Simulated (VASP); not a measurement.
# CoSi3 (Pm-3m) in VASP: a series of runs

Runs on CoSi3. Level: PBE. Tasks: single point, relaxation of cell and atoms.

Program: VASP 6.6.1. These are calculated values, not measurements. Logs are shortened: lines on timing, memory, paths and dates and some standing lists are left out, and cuts for length are marked.

### Step 1. The cell of the first run

Symmetry: Pm-3m, No. 221, cubic system. The conventional cell has a = 3.680 Å, b = 3.680 Å, c = 3.680 Å, α = 90.00°, β = 90.00°, γ = 90.00°. Within 3.4 Å of Co (site symmetry m-3m) lie 12 Si at 2.60 Å. Within 3.4 Å of Si (site symmetry 4/mmm) lie 4 Co at 2.60 Å and 8 Si at 2.60 Å.

### Step 2. Single point, PBE, collinear spin, ferromagnetic start

File INCAR:

```
SYSTEM = CoSi3
ALGO = Normal
EDIFF = 1E-7
ENCUT = 520
GGA = PE
ISIF = 2
ISMEAR = 0
ISPIN = 2
LASPH = .TRUE.
LCHARG = .FALSE.
LMAXMIX = 4
LORBIT = 11
LREAL = .FALSE.
LWAVE = .FALSE.
MAGMOM = 0.23 0 0 0
NBANDS = 22
NELM = 150
PREC = Accurate
SIGMA = 0.1
```

File KPOINTS:

```
k-points
0
G
  6 6 6
  0 0 0
```

File POSCAR:

```
CoSi3
1.0
    3.6802257733      0.0000000000      0.0000000000
    0.0000000000      3.6802257733      0.0000000000
    0.0000000000      0.0000000000      3.6802257733
Co Si
1 3
Direct
    0.0000000000      0.0000000000      0.0000000000
    0.0000000000      0.5000000000      0.5000000000
    0.5000000000      0.0000000000      0.5000000000
    0.5000000000      0.5000000000      0.0000000000
```

Potentials or basis: VASP PAW PBE potentials, release 64 (Co, Si).

The run is started by

```
> cat potpaw_PBE.64/Co/POTCAR potpaw_PBE.64/Si/POTCAR > POTCAR
> mpirun -np 1 vasp_std > vasp.out
```

OUTCAR:

```text
SYSTEM = CoSi3
   EDIFF = 1E-7
   ENCUT = 520
   GGA = PE
   ISIF = 2
   ISMEAR = 0
   ISPIN = 2
   LASPH = .TRUE.
   LORBIT = 11
   LREAL = .FALSE.
   NELM = 150
   PREC = Accurate

 ion  position               nearest neighbor table
   1  0.000  0.000  0.000-   2 2.60   3 2.60   4 2.60   2 2.60   3 2.60   2 2.60   4 2.60   2 2.60
                             3 2.60   4 2.60   3 2.60   4 2.60
   2  0.000  0.500  0.500-   1 2.60   3 2.60   4 2.60   1 2.60   4 2.60   1 2.60   3 2.60   1 2.60
                             3 2.60   4 2.60   4 2.60   3 2.60
   3  0.500  0.000  0.500-   1 2.60   2 2.60   4 2.60   1 2.60   4 2.60   2 2.60   4 2.60   4 2.60
                             1 2.60   2 2.60   1 2.60   2 2.60
   4  0.500  0.500  0.000-   1 2.60   2 2.60   3 2.60   2 2.60   3 2.60   1 2.60   3 2.60   3 2.60
                             1 2.60   2 2.60   2 2.60   1 2.60

  LATTYP: Found a simple cubic cell.
 ALAT       =     3.6802257733

  Lattice vectors:

 A1 = (   3.6802257733,   0.0000000000,   0.0000000000)
 A2 = (   0.0000000000,   3.6802257733,   0.0000000000)
 A3 = (   0.0000000000,   0.0000000000,   3.6802257733)

Analysis of symmetry for initial positions (statically):
=====================================================================
 Subroutine PRICEL returns:
 Original cell was already a primitive cell.

 Routine SETGRP: Setting up the symmetry group for a
 simple cubic supercell.

 Subroutine GETGRP returns: Found 48 space group operations
 (whereof 48 operations were pure point group operations)
 out of a pool of 48 trial point group operations.

The static configuration has the point symmetry O_h .

Analysis of symmetry for dynamics (positions and initial velocities):
=====================================================================
 Subroutine PRICEL returns:
 Original cell was already a primitive cell.

 Routine SETGRP: Setting up the symmetry group for a
 simple cubic supercell.

 Subroutine GETGRP returns: Found 48 space group operations
 (whereof 48 operations were pure point group operations)
 out of a pool of 48 trial point group operations.

The dynamic configuration has the point symmetry O_h .

Analysis of structural, dynamic, and magnetic symmetry:
=====================================================================
 Subroutine PRICEL returns:
 Original cell was already a primitive cell.

 Routine SETGRP: Setting up the symmetry group for a
 simple cubic supercell.

 Subroutine GETGRP returns: Found 48 space group operations
 (whereof 48 operations were pure point group operations)
 out of a pool of 48 trial point group operations.

The overall configuration has the point symmetry O_h .

 Subroutine INISYM returns: Found 48 space group operations
 (whereof 48 operations are pure point group operations),
 and found     1 'primitive' translations

----------------------------------------------------------------------------------------

                                     Primitive cell

  volume of cell :      49.8452

  direct lattice vectors                    reciprocal lattice vectors
     3.680225773  0.000000000  0.000000000     0.271722460  0.000000000  0.000000000
     0.000000000  3.680225773  0.000000000     0.000000000  0.271722460  0.000000000
     0.000000000  0.000000000  3.680225773     0.000000000  0.000000000  0.271722460

  length of vectors
     3.680225773  3.680225773  3.680225773     0.271722460  0.271722460  0.271722460

  position of ions in fractional coordinates (direct lattice)
     0.000000000  0.000000000  0.000000000
     0.000000000  0.500000000  0.500000000
     0.500000000  0.000000000  0.500000000
     0.500000000  0.500000000  0.000000000

  ion indices of the primitive-cell ions
   primitive index   ion index
                 1           1
                 2           2
                 3           3
                 4           4

----------------------------------------------------------------------------------------

 KPOINTS: k-points

Automatic generation of k-mesh.
 Grid dimensions read from file:
[... 45 lines left out ...]
   IVDW    =     0    specifies the selected vdW correction
   LEPSILON=     F    determine dielectric tensor
   LRPA    =     F    only Hartree local field effects (RPA)
 spin polarized calculation
 Gauss-broadening in eV      SIGMA  =   0.10
  energy-cutoff  :      520.00
  volume of cell :       49.85
 maximum number of plane-waves:      1376
 NGX is ok and might be reduce to    28
   NGX = 13   NGY = 13   NGZ = 13

 number of electron      20.9999990 magnetization       0.5166601

 Free energy of the ion-electron system (eV)
  ---------------------------------------------------
  ext. energy  EPLUGINS =         0.00000000
  ---------------------------------------------------
  free energy    TOTEN  =       -22.22265392 eV

  energy without entropy =      -22.20539284  energy(sigma->0) =      -22.21402338

 E-fermi :  11.3605     XC(G=0): -12.0073

 val. band max:       11.3429538650   @ k =   0.5000   0.5000   0.5000
 cond. band min:      11.3723452713   @ k =   0.3333   0.0000   0.0000
 fundamental gap:      0.0293914063
 Fermi energy:        11.3604500029

 spin component 1

 k-point     1 :       0.0000    0.0000    0.0000
  band No.  band energies     occupation
      1      -3.2349      1.00000
      2       6.2547      1.00000
      3       6.2547      1.00000
      4       6.6366      1.00000
      5       6.6366      1.00000
      6       6.6366      1.00000
[... 473 lines left out ...]
      5       5.3582      1.00000
      6       5.3582      1.00000
[... 14 lines left out ...]
     21      23.0568      0.00000
     22      24.2109      0.00000
 Fermi energy:        11.3604500029

 spin component 2

 k-point     1 :       0.0000    0.0000    0.0000
  band No.  band energies     occupation
      1      -3.2088      1.00000
      2       6.3427      1.00000
      3       6.3427      1.00000
      4       6.6564      1.00000
      5       6.6564      1.00000
      6       6.6564      1.00000
[... 474 lines left out ...]
      6       5.3637      1.00000
[... 14 lines left out ...]
     21      23.0656      0.00000
     22      24.2596      0.00000

------------------------ aborting loop because EDIFF is reached ----------------------------------------

  FORCE on cell =-STRESS in cart. coord.  units (eV):
  Direction    XX          YY          ZZ          XY          YZ          ZX
  --------------------------------------------------------------------------------------
  -------------------------------------------------------------------------------------
  Total       -0.0097715     -0.0097715     -0.0097715      0.0000000      0.0000000     -0.0000000
  in kB       -0.3140860     -0.3140860     -0.3140860      0.0000000      0.0000000     -0.0000000
  external PRESSURE =      -0.3140860 kB  Pullay stress =       0.0000000 kB

 VOLUME and BASIS-vectors are now :
 -----------------------------------------------------------------------------
  energy-cutoff  :      520.00
  volume of cell :       49.85
      direct lattice vectors                 reciprocal lattice vectors
     3.680225773  0.000000000  0.000000000     0.271722460  0.000000000  0.000000000
     0.000000000  3.680225773  0.000000000     0.000000000  0.271722460  0.000000000
     0.000000000  0.000000000  3.680225773     0.000000000  0.000000000  0.271722460

 POSITION                                       TOTAL-FORCE (eV/Angst)
 -----------------------------------------------------------------------------------
      0.00000      0.00000      0.00000         0.000000      0.000000      0.000000
      0.00000      1.84011      1.84011         0.000000      0.000000      0.000000
      1.84011      0.00000      1.84011         0.000000      0.000000      0.000000
      1.84011      1.84011      0.00000         0.000000      0.000000      0.000000
 -----------------------------------------------------------------------------------
    total drift:                               -0.000000     -0.000000     -0.000000

  FREE ENERGIE OF THE ION-ELECTRON SYSTEM (eV)
  ---------------------------------------------------
  free  energy   TOTEN  =       -22.2226539185 eV

  energy  without entropy=      -22.2053928351  energy(sigma->0) =      -22.21402338

 total charge

# of ion       s       p       d       tot
------------------------------------------
    1        0.432   0.430   7.473   8.335
    2        0.779   0.783   0.000   1.562
    3        0.779   0.783   0.000   1.562
    4        0.779   0.783   0.000   1.562
--------------------------------------------------
tot          2.769   2.779   7.473  13.021

 magnetization (x)

# of ion       s       p       d       tot
------------------------------------------
    1        0.002   0.008   0.452   0.461
    2        0.012  -0.000   0.000   0.012
    3        0.012  -0.000   0.000   0.012
    4        0.012  -0.000   0.000   0.012
--------------------------------------------------
tot          0.038   0.007   0.452   0.496
```

Wall time 1.9 min (1 thread of Intel Xeon 8259CL, shared host); peak memory 0.19 GiB.

Results:

```
Free energy                                           : -22.2227 eV
Pressure                                              : 0.0 GPa
Net moment                                            : 0.52 μB per cell
Site moments                                          : Co +0.46; Si +0.01 μB
Valence electrons inside the program's atomic spheres : Co 8.34; Si 1.56
```

Levels at points of the mesh, in eV from the Fermi level:
Spin up:
| k point | band 9 | band 10 | band 11 | band 12 | band 13 | band 14 |
| --- | --- | --- | --- | --- | --- | --- |
| (0.00, 0.00, 0.00) | -1.99 | -0.90 | 0.42 | 0.42 | 4.13 | 4.13 |
| (0.50, 0.00, 0.00) | -1.26 | -1.26 | -0.51 | 0.10 | 0.10 | 2.63 |
| (0.50, 0.50, 0.00) | -1.39 | -0.94 | 1.83 | 1.88 | 1.88 | 2.42 |
| (0.50, 0.50, 0.50) | -1.35 | -1.35 | -0.50 | -0.50 | -0.50 | 10.12 |
Spin down:
```csv
k point,band 7,band 8,band 9,band 10,band 11,band 12,band 13,band 14
"(0.00, 0.00, 0.00)",-1.55,-1.55,-1.55,-0.81,0.71,0.71,4.13,4.13
"(0.50, 0.00, 0.00)",-1.40,-1.25,-1.25,-1.15,-0.47,0.47,0.47,2.73
"(0.50, 0.50, 0.00)",-1.32,-1.15,-1.03,-0.89,1.90,1.90,2.01,2.68
"(0.50, 0.50, 0.50)",-6.00,-1.75,-0.98,-0.98,-0.02,-0.02,-0.02,10.18
```

### Step 3. Single point, PBE, collinear spin, ferromagnetic start

This run uses another cell than the first one, of 13.37 Å³/atom.

File INCAR:

```
PREC = Accurate ; ENCUT = 520
EDIFF = 1E-7 ; ISMEAR = 0
SIGMA = 0.1 ; LREAL = F
LASPH = T ; NELM = 150
ALGO = Normal ; ISIF = 2
LWAVE = F ; LCHARG = T
ISPIN = 2 ; MAGMOM = 3 0 0 0
LORBIT = 11 ; LMAXMIX = 4
GGA = PE ; LELF = T
LVHAR = T ; NBANDS = 22
```

File KPOINTS:

```
Automatic mesh
0
Gamma
  6 6 6
```

File POSCAR:

```
CoSi3
1.0
    3.7671724314      0.0000000000      0.0000000000
    0.0000000000      3.7671724314      0.0000000000
    0.0000000000      0.0000000000      3.7671724314
Co Si
1 3
Direct
    0.0000000000      0.0000000000      0.0000000000
    0.0000000000      0.5000000000      0.5000000000
    0.5000000000      0.0000000000      0.5000000000
    0.5000000000      0.5000000000      0.0000000000
```

Potentials or basis: VASP PAW PBE potentials, release 64 (Co, Si).

The run is started by

```
> cat potpaw_PBE.64/Co/POTCAR potpaw_PBE.64/Si/POTCAR > POTCAR
> mpirun -np 1 vasp_std > vasp.out
```

Wall time 92 s (1 thread of Intel Xeon 8259CL, shared host); peak memory 0.19 GiB.

The run converged. Its results:

- Free energy: -22.1349 eV
- Pressure: -7.3 GPa
- Net moment: 0.75 μB per cell
- Site moments: Co +0.69; Si +0.01 μB
- Valence electrons inside the program's atomic spheres: Co 8.20; Si 1.54

Levels at points of the mesh, in eV from the Fermi level:
Spin up:
```csv
k point,band 8,band 9,band 10,band 11,band 12,band 13,band 14,band 15
"(0.00, 0.00, 0.00)",-1.92,-1.92,-0.68,0.11,0.11,3.89,3.89,3.89
"(0.50, 0.00, 0.00)",-1.47,-1.10,-1.10,-0.31,-0.01,-0.01,2.19,2.41
"(0.50, 0.50, 0.00)",-1.44,-1.38,-0.79,1.44,1.74,1.74,2.21,2.21
"(0.50, 0.50, 0.50)",-1.65,-1.34,-1.34,-0.65,-0.65,-0.65,9.41,9.41
```
Spin down:
| k point | band 7 | band 8 | band 9 | band 10 | band 11 | band 12 | band 13 | band 14 |
| --- | --- | --- | --- | --- | --- | --- | --- | --- |
| (0.00, 0.00, 0.00) | -1.26 | -1.26 | -1.26 | -0.56 | 0.55 | 0.55 | 3.88 | 3.88 |
| (0.50, 0.00, 0.00) | -1.13 | -1.10 | -1.10 | -0.96 | -0.24 | 0.53 | 0.53 | 2.31 |
| (0.50, 0.50, 0.00) | -1.10 | -0.94 | -0.84 | -0.73 | 1.70 | 1.75 | 1.75 | 2.57 |
| (0.50, 0.50, 0.50) | -5.62 | -1.57 | -0.79 | -0.79 | 0.07 | 0.07 | 0.07 | 9.48 |

Caveat: the cell stands under tension.

### Step 4. Relaxation of cell and atoms, PBE, collinear spin, ferromagnetic start

This run uses another cell than the first one, of 12.71 Å³/atom.

File INCAR:

```
ALGO = Normal ; EDIFF = 1E-7
EDIFFG = -0.04 ; ENCUT = 600
GGA = PE ; IBRION = 2
ISIF = 3 ; ISMEAR = 0
ISPIN = 2 ; LASPH = T
LCHARG = F ; LMAXMIX = 4
LORBIT = 11 ; LREAL = F
LWAVE = F ; MAGMOM = 0.23 0 0 0
NELM = 150 ; NSW = 90
PREC = Accurate ; SIGMA = 0.1
```

File KPOINTS:

```
k-points
0
Gamma
  6 6 6
```

File POSCAR:

```
CoSi3
1.0
    3.7042658340      0.0000000000      0.0000000000
    0.0000000000      3.7042658340      0.0000000000
    0.0000000000      0.0000000000      3.7042658340
Co Si
1 3
Direct
    0.0000000000      0.0000000000      0.0000000000
    0.0000000000      0.5000000000      0.5000000000
    0.5000000000      0.0000000000      0.5000000000
    0.5000000000      0.5000000000      0.0000000000
```

The run is started by

```
> cat potpaw_PBE.64/Co/POTCAR potpaw_PBE.64/Si/POTCAR > POTCAR
> mpirun -np 1 vasp_std > vasp.out
```

Run time: 4 min. Hardware: 1 thread of Intel Xeon 8259CL, shared host; peak memory 0.21 GiB.

The run converged. Its results:

* Free energy: -22.2228 eV
* Relaxed volume: 12.46 Å³/atom
* Relaxed cell: a = 3.680 Å, b = 3.680 Å, c = 3.680 Å, α = 90.00°, β = 90.00°, γ = 90.00°
* Space group after relaxing (to 0.1 Å): Pm-3m (No. 221)
* Energy gained by relaxing: 1.8 meV/atom
* Ionic steps: 3
* Pressure after relaxing: 0.0 GPa
* Net moment: 0.52 μB per cell
* Site moments: Co +0.46; Si +0.01 μB
* Valence electrons inside the program's atomic spheres: Co 8.34; Si 1.56

The path:
| step | energy change (eV) | largest force (eV/Å) | pressure (GPa) | volume (Å³) |
| --- | --- | --- | --- | --- |
| 1 | 0.0000 | 0.0000 | -2.25 | 50.83 |
| 2 | -0.0065 | 0.0000 | 0.68 | 49.52 |
| 3 | -0.0071 | 0.0000 | 0.01 | 49.82 |

Final structure:
```
Co Si
1.0
     3.67961    0.00000    0.00000
     0.00000    3.67961    0.00000
     0.00000    0.00000    3.67961
Co Si
1 3
Direct
  0.00000 0.00000 0.00000
  0.00000 0.50000 0.50000
  0.50000 0.00000 0.50000
  0.50000 0.50000 0.00000
```

Levels at points of the mesh, in eV from the Fermi level:
Spin up:
```csv
k point,band 9,band 10,band 11,band 12,band 13,band 14
"(0.00, 0.00, 0.00)",-1.99,-0.90,0.42,0.42,4.13,4.13
"(0.50, 0.00, 0.00)",-1.26,-1.26,-0.52,0.10,0.10,2.64
"(0.50, 0.50, 0.00)",-1.39,-0.94,1.83,1.88,1.88,2.43
"(0.50, 0.50, 0.50)",-1.35,-1.35,-0.50,-0.50,-0.50,10.13
```
Spin down:
```tsv
k point	band 8	band 9	band 10	band 11	band 12	band 13
(0.00, 0.00, 0.00)	-1.55	-1.55	-0.82	0.71	0.71	4.13
(0.50, 0.00, 0.00)	-1.25	-1.25	-1.15	-0.47	0.47	0.47
(0.50, 0.50, 0.00)	-1.15	-1.03	-0.89	1.90	1.90	2.01
(0.50, 0.50, 0.50)	-1.75	-0.98	-0.98	-0.02	-0.02	-0.02
```

### Step 5. Single point, PBE, collinear spin, ferromagnetic start

This run uses another cell than the first one, of 12.53 Å³/atom.

File INCAR:

```
SYSTEM = CoSi3
PREC     = Accurate       ! precision mode
ENCUT    = 520            ! plane-wave cutoff, eV
EDIFF    = 1E-6           ! SCF threshold, eV
ISMEAR   = 0              ! smearing method
SIGMA    = 0.1            ! smearing width, eV
LREAL    = .FALSE.        ! projectors in reciprocal space
LASPH    = .TRUE.         ! aspherical terms in the spheres
NELM     = 150            ! most SCF steps
ALGO     = Normal         ! electronic algorithm
ISIF     = 2              ! what is computed and relaxed
LWAVE    = .FALSE.        ! write WAVECAR
LCHARG   = .TRUE.         ! write CHGCAR
ISPIN    = 2              ! spin polarisation
MAGMOM   = 0.53 0 0 0     ! initial moments
LORBIT   = 11             ! projections on sites
LMAXMIX  = 4              ! l up to which the mixer works
GGA      = PE             ! functional
LELF     = .TRUE.         ! ELF
LVHAR    = .TRUE.       
NBANDS   = 22             ! bands
```

File KPOINTS:

```
regular mesh
0
G
  12 12 12
  0 0 0
```

File POSCAR:

```
CoSi3
1.0
    3.6870770550      0.0000000000      0.0000000000
    0.0000000000      3.6870770550      0.0000000000
    0.0000000000      0.0000000000      3.6870770550
Co Si
1 3
Direct
    0.0000000000      0.0000000000      0.0000000000
    0.0000000000      0.5000000000      0.5000000000
    0.5000000000      0.0000000000      0.5000000000
    0.5000000000      0.5000000000      0.0000000000
```

The run is started by

```
> cat potpaw_PBE.64/Co/POTCAR potpaw_PBE.64/Si/POTCAR > POTCAR
> mpirun -np 1 vasp_std > vasp.out
```

Run time: 4.1 min. Hardware: 1 thread of Intel Xeon 8259CL, shared host; peak memory 0.27 GiB.

It converged, with:

```
Free energy                                           : -22.2362 eV
Pressure                                              : -0.1 GPa
Net moment                                            : 0.00 μB per cell
Valence electrons inside the program's atomic spheres : Co 8.33; Si 1.56
```

Levels at points of the mesh, in eV from the Fermi level:
Spin up:
```csv
k point,band 7,band 8,band 9,band 10,band 11,band 12,band 13,band 14
"(0.00, 0.00, 0.00)",-1.76,-1.76,-1.76,-0.94,0.52,0.52,4.02,4.02
"(0.50, 0.00, 0.00)",-1.62,-1.33,-1.33,-1.32,-0.58,0.24,0.24,2.57
"(0.50, 0.50, 0.00)",-1.53,-1.31,-1.21,-1.01,1.79,1.79,1.81,2.48
"(0.50, 0.50, 0.50)",-6.05,-1.83,-1.16,-1.16,-0.27,-0.27,-0.27,9.99
```
Spin down:
```csv
k point,band 7,band 8,band 9,band 10,band 11,band 12,band 13,band 14
"(0.00, 0.00, 0.00)",-1.76,-1.76,-1.76,-0.94,0.52,0.52,4.02,4.02
"(0.50, 0.00, 0.00)",-1.62,-1.33,-1.33,-1.32,-0.58,0.24,0.24,2.57
"(0.50, 0.50, 0.00)",-1.53,-1.31,-1.21,-1.01,1.79,1.79,1.81,2.48
"(0.50, 0.50, 0.50)",-6.05,-1.83,-1.16,-1.16,-0.27,-0.27,-0.27,9.99
```

### Step 6. The runs side by side

| task | cell | k mesh | cutoff (eV) | gap on the mesh (eV) | pressure (GPa) | moment (μB) |
| --- | --- | --- | --- | --- | --- | --- |
| single point | a = 3.680 Å, 4 atoms | 6 × 6 × 6 | 520 | none | 0.0 | 0.52 |
| single point | a = 3.767 Å, 4 atoms | 6 × 6 × 6 | 520 | none | -7.3 | 0.75 |
| relaxation of cell and atoms | relaxed from a = 3.704 Å, 4 atoms | 6 × 6 × 6 | 600 | none | 0.0 | 0.52 |
| single point | a = 3.687 Å, 4 atoms | 12 × 12 × 12 | 520 | none | -0.1 | 0.00 |

Alike in all rows: level PBE; potentials or basis VASP PAW PBE potentials, release 64 (Co, Si); spin collinear, ferromagnetic start; smearing gaussian 0.1 eV.

Caveats: the cell stands under tension (at least some runs).

Total energies depend on the potentials used, so only differences within one code and one set of settings carry meaning.
